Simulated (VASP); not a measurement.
The system is KCd2.

```xyz
3
Lattice="-2.0241 2.0241 4.9653 2.0241 -2.0241 4.9653 2.0241 2.0241 -4.9653" Properties=species:S:1:pos:R:3 pbc="T T T"
K     0.0000    0.0000    0.0000
Cd    0.0000    0.0000    6.6039
Cd    0.0000    0.0000    3.3268
```

| Quantity | Value |
| --- | --- |
| Program | VASP 6.6.1 |
| Task | relaxation of cell and atoms |
| Functional | PBE |
| Potentials or basis | VASP PAW PBE potentials, release 64 (K_sv, Cd) |
| Cutoff | 600 eV |
| k mesh | 6 × 6 × 6 |
| Occupations | gaussian, width 0.1 eV |
| Spin | no spin polarisation |

At the start: pressure 4.3 GPa; volume 27.12 Å³/atom.

**Question.** Where does the relaxation end?

**Answer.** Over 18 steps the energy falls by 145.4 meV/atom and the volume is 33.69 Å³/atom (+24.2 %); space group I4/mmm (No. 139, to 0.1 Å) before and after.

Step by step:
| step | energy change (eV) | largest force (eV/Å) | pressure (GPa) | volume (Å³) |
| --- | --- | --- | --- | --- |
| 1 | 0.0000 | 0.3992 | 4.26 | 81.37 |
| 2 | -0.1709 | 0.2782 | 1.72 | 90.17 |
| 3 | -0.2260 | 0.2001 | 0.30 | 98.21 |
| 4 | -0.2298 | 0.1794 | -0.03 | 100.75 |
| 5 | -0.2299 | 0.1756 | -0.08 | 101.25 |
| 6 | -0.2349 | 0.1745 | -0.08 | 101.12 |
| 7 | -0.2505 | 0.1772 | -0.09 | 100.72 |
| 8 | -0.2847 | 0.1898 | -0.07 | 99.87 |
| 9 | -0.3634 | 0.1704 | 0.14 | 97.96 |
| 10 | -0.3722 | 0.2870 | 2.06 | 93.38 |
| 11 | -0.4188 | 0.0052 | 0.67 | 95.98 |
| 12 | -0.4191 | 0.0791 | 0.95 | 95.34 |
| 13 | -0.4237 | 0.0907 | 0.82 | 96.15 |
| 14 | -0.4287 | 0.1066 | 0.61 | 97.83 |
| 15 | -0.4187 | 0.1485 | 0.26 | 101.16 |
| 16 | -0.4287 | 0.1167 | 0.53 | 98.41 |
| 17 | -0.4321 | 0.0939 | 0.41 | 99.07 |
| 18 | -0.4362 | 0.0324 | -0.09 | 101.07 |

Final structure:
```xyz
3
Lattice="-2.0180 2.0180 6.2047 2.0180 -2.0180 6.2047 2.0180 2.0180 -6.2047" Properties=species:S:1:pos:R:3 pbc="T T T"
K     0.0000    0.0000    0.0000
Cd    0.0000    0.0000    8.7804
Cd    0.0000    0.0000    3.6291
```

Caveat: the volume moved by over 15 % at a fixed basis, so the end points are rough.
